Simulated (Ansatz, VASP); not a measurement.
**Two plane-wave programs on Au**

Contents of INCAR:

```
ALGO = Normal
EDIFF = 1E-6
ENCUT = 520
GGA = PE
ISIF = 2
ISMEAR = 0
LASPH = True
LCHARG = True
LELF = True
LREAL = False
LVHAR = True
LWAVE = False
NBANDS = 12
NELM = 60
PREC = Accurate
SIGMA = 0.026000000000000002
```

File KPOINTS:

```
k-points
0
Gamma
  10 10 10
```

Contents of POSCAR:

```
Au
1.0
    2.7484100000      0.0000000000      0.0000000000
    0.0000000000      2.7484100000      0.0000000000
    0.0000000000      0.0000000000      2.7484100000
Au
1
Direct
    0.5000000000      0.5000000000      0.5000000000
```

input.yaml

```yaml
crystal:
  lattice:
    - [2.74841, 0.0, 0.0]
    - [0.0, 2.74841, 0.0]
    - [0.0, 0.0, 2.74841]
  atoms:
    - { symbol: Au, position: [0.5, 0.5, 0.5] }
hamiltonian:
  xc: pbe
  pseudopotentials: { kind: paw }
kpoints:
  mp_grid: { grid: [10, 10, 10] }
scf:
  occupations: { method: gaussian, width: 0.026 }
output:
  forces: true
  stress: true
  eigenvalues: true
  write_density: true
  write_potential: true
  elf: true
  volumetric_format: npy
```

Alike in both runs: task single point; functional PBE; k mesh 10 × 10 × 10; occupations gaussian, width 0.026 eV; no spin polarisation.

|  | VASP | Ansatz |
| --- | --- | --- |
| version | VASP 6.6.1 | Ansatz 0.2.0 |
| potentials or method | VASP PAW PBE potentials, release 64 (Au) | Ansatz PAW |
| plane-wave cutoff (eV) | 520 | 420 |
| valence electrons in the cell | 11 | 19 |

```csv
,VASP,Ansatz,Ansatz less VASP
gap on the k mesh at the Fermi level (eV),none,none,-
pressure (GPa),0.1,0.2,+0.19
```

A gap of «none» marks a metal or a gap that the smearing closes. With one functional, cell and mesh, what is left measures potentials, basis and numerics. VASP's potentials hold 11 valence electrons a cell and Ansatz's 19, so a difference there can come from the potentials and not from the codes.

Spin-orbit coupling is off throughout.
